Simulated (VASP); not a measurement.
Ti, 27 atoms in the cell. The cell holds a slab with vacuum, 27 atoms: a = 8.850 Å, b = 8.850 Å, c = 17.685 Å, α = 90.00°, β = 90.00°, γ = 60.00°. 

| Quantity | Value |
| --- | --- |
| Program | VASP 6.6.1 |
| Task | single point |
| Functional | PBE |
| Potentials or basis | VASP PAW PBE potentials, release 64 (Ti_sv) |
| Cutoff | 450 eV |
| k mesh | 2 × 2 × 1 |
| Occupations | fermi-dirac, width 0.15 eV |
| Spin | no spin polarisation |
| Dipole correction | no |
| Second try | not_converged |
| Further INCAR settings | ALGO = Normal; EDIFF = 1e-06; NBANDS = 181; AMIX = 0.1; BMIX = 0.0001; NELMDL = -8 |

Potentials or basis: VASP PAW PBE potentials, release 64 (Ti_sv).

Launch:

```sh
$ cat potpaw_PBE.64/Ti_sv/POTCAR > POTCAR
$ mpirun -np 4 vasp_std > vasp.out
```

Hardware: 4 MPI ranks on AMD EPYC 9R45 96-Core Processor (Zen 5) (shared host).

Question: Estimate the wall time of this run.

Answer: It took 9 min on 4 MPI ranks on AMD EPYC 9R45 96-Core Processor (Zen 5), on a shared host, peak memory 0.4 GiB a rank. Counts: scf iterations 80, k points 2.
